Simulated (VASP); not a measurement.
**Li3Os: relaxation of volume and atoms at fixed shape with LDA**

Crystal: Li3Os.

```
Li Os
1.0
     0.00000    4.27000    4.27000
     4.27000    0.00000    4.27000
     4.27000    4.27000    0.00000
Li Os
6 2
Direct
  0.00000 0.00000 0.00000
  0.00000 0.50000 0.00000
  0.00000 0.50000 0.50000
  0.50000 0.00000 0.00000
  0.50000 0.50000 0.00000
  0.50000 0.50000 0.50000
  0.00000 0.00000 0.50000
  0.50000 0.00000 0.50000
```

| Item | Value |
| --- | --- |
| Program | VASP 6.6.1 |
| Task | relaxation of volume and atoms at fixed shape |
| Functional | LDA |
| Potentials or basis | VASP PAW LDA potentials, release 64 (Li_sv, Os) |
| Cutoff | 750 eV |
| k mesh | 4 × 4 × 4 |
| Occupations | fermi-dirac, width 0.05 eV |
| Spin | no spin polarisation |
| Dipole correction | no |
| Further INCAR settings | ALGO = Normal; EDIFF = 1e-07; IBRION = 2; EDIFFG = -0.03; NSW = 80; ISIF = 8 |

The relaxed volume is 12.28 Å³/atom and the relaxed cell is a = 5.179 Å, b = 5.179 Å, c = 5.179 Å, α = 60.00°, β = 60.00°, γ = 60.00°. The space group after relaxing (to 0.1 Å) is Cmmm (No. 65) and the energy gained by relaxing is 486.5 meV/atom. The ionic steps are 5. The pressure after relaxing is 0.0 GPa and the band gap on the k mesh is zero (bands 17 and 18 overlap by 2.54 eV).

Stress tensor (GPa, compression positive):
```
 8.29  0.00  0.00
 0.00 -4.20 -9.94
 0.00 -9.94 -4.20
```

The path:
```
step  energy change (eV)  largest force (eV/Å)  pressure (GPa)  volume (Å³)
   1              0.0000                0.0000          -14.54       155.71
   2             -3.0603                0.0000          -10.74       119.19
   3             -3.8589                0.0000           -2.81       101.83
   4             -3.8888                0.0000            0.89        97.16
   5             -3.8916                0.0000           -0.04        98.24
```

Final structure:
```
Li Os
1.0
     0.00000    3.66225    3.66225
     3.66225    0.00000    3.66225
     3.66225    3.66225    0.00000
Li Os
6 2
Direct
  0.00000 0.00000 0.00000
  0.00000 0.50000 0.00000
  0.00000 0.50000 0.50000
  0.50000 0.00000 0.00000
  0.50000 0.50000 0.00000
  0.50000 0.50000 0.50000
  0.00000 0.00000 0.50000
  0.50000 0.00000 0.50000
```

Levels at points of the mesh, in eV from the Fermi level:
```
           k point  band 13  band 14  band 15  band 16  band 17  band 18  band 19  band 20  band 21  band 22
(0.00, 0.00, 0.00)    -0.65    -0.11    -0.03     0.09     0.14     0.18     0.24     1.42     1.42     2.53
(0.50, 0.00, 0.00)    -1.70    -1.70    -1.60    -1.60    -1.22    -1.22     2.33     2.33     2.59     2.59
(0.00, 0.50, 0.00)    -2.23    -1.44    -0.67    -0.03     1.23     1.31     1.41     1.46     1.80     2.56
(0.50, 0.50, 0.00)    -1.71    -1.71    -1.54    -1.54    -1.31    -1.31     1.49     1.49     1.97     1.97
(0.00, 0.50, 0.50)    -1.79    -1.44    -1.22    -0.19    -0.06     0.01     1.30     1.36     2.83     5.31
```

It took 5.1 min on 1 thread of Intel(R) Xeon(R) 6975P-C (Granite Rapids), on a shared host, peak memory 0.37 GiB.

Caveat: the volume moved by over 15 % at a fixed basis, so the end points are rough; spin-orbit coupling is left out, which moves the levels of the heavy elements.
